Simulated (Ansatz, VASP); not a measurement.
# Two plane-wave programs on HfBe2Si2

INCAR

```
ALGO = Fast ; EDIFF = 1E-6
EDIFFG = -0.01 ; ENCUT = 600
GGA = PE ; IBRION = 2
ISIF = 3 ; ISMEAR = 0
LASPH = True ; LCHARG = False
LREAL = False ; LWAVE = False
NELM = 60 ; NSW = 100
PREC = Accurate ; SIGMA = 0.1
```

KPOINTS

```
k-points
0
Gamma
  14 14 14
```

File POSCAR:

```
HfBe2Si2
1.0
   -1.8203383439      1.8203383439      4.7898375442
    1.8203383439     -1.8203383439      4.7898375442
    1.8203383439      1.8203383439     -4.7898375442
Hf Be Si
1 2 2
Direct
    0.0000000000      0.0000000000      0.0000000000
    0.3957213729      0.3957213729      0.0000000000
    0.6042786271      0.6042786271      0.0000000000
    0.7500000000      0.2500000000      0.5000000000
    0.2500000000      0.7500000000      0.5000000000
```

Input for Ansatz:

```yaml
crystal:
  lattice:
    - [-1.8203383439, 1.8203383439, 4.7898375442]
    - [1.8203383439, -1.8203383439, 4.7898375442]
    - [1.8203383439, 1.8203383439, -4.7898375442]
  atoms:
    - { symbol: Hf, position: [0.0, 0.0, 0.0] }
    - { symbol: Be, position: [0.3957213729, 0.3957213729, 0.0] }
    - { symbol: Be, position: [0.6042786271, 0.6042786271, 0.0] }
    - { symbol: Si, position: [0.75, 0.25, 0.5] }
    - { symbol: Si, position: [0.25, 0.75, 0.5] }
basis:
  ecutwfc: 420
kpoints:
  mp_grid: { grid: [14, 14, 14] }
hamiltonian:
  xc: pbe
scf:
  occupations: { method: gaussian, width: 0.1 }
output:
  forces: true
  stress: true
  eigenvalues: true
  write_density: true
  write_potential: true
  elf: true
  volumetric_format: npy
relax:
  adjacent_minimum: "off"
  f_tol: 0.01
  max_steps: 80
  cell: { stress_tol: 0.05 }
```

Change from the starting cell: species swapped into the ErFe2B2 type (I4/mmm, No. 139).

Alike in both runs: task relaxation of cell and atoms; functional PBE; k mesh 14 × 14 × 14; occupations gaussian, width 0.1 eV; no spin polarisation.

|  | VASP | Ansatz |
| --- | --- | --- |
| version | VASP 6.6.1 | Ansatz 0.2.0 |
| potentials or method | VASP PAW PBE potentials, release 64 (Hf_pv, Be, Si), cutoff 600 eV | scalar-relativistic, plane waves, PAW |
| valence electrons in the cell | 22 | 38 |

```csv
,VASP,Ansatz,Ansatz less VASP
"gap on the k mesh at the Fermi level, each at its own relaxed structure (eV)",none,none,-
relaxed volume (Å³/atom),12.66,12.69,+0.025
relaxed length of the cell vector where the two differ most in proportion (Å),5.390,5.394,+0.0043
```

A gap of «none» marks a metal or a gap that the smearing closes. VASP's potentials hold 22 valence electrons a cell and Ansatz's 38, so a difference there can come from the potentials and not from the codes.

Spin-orbit coupling is off throughout.
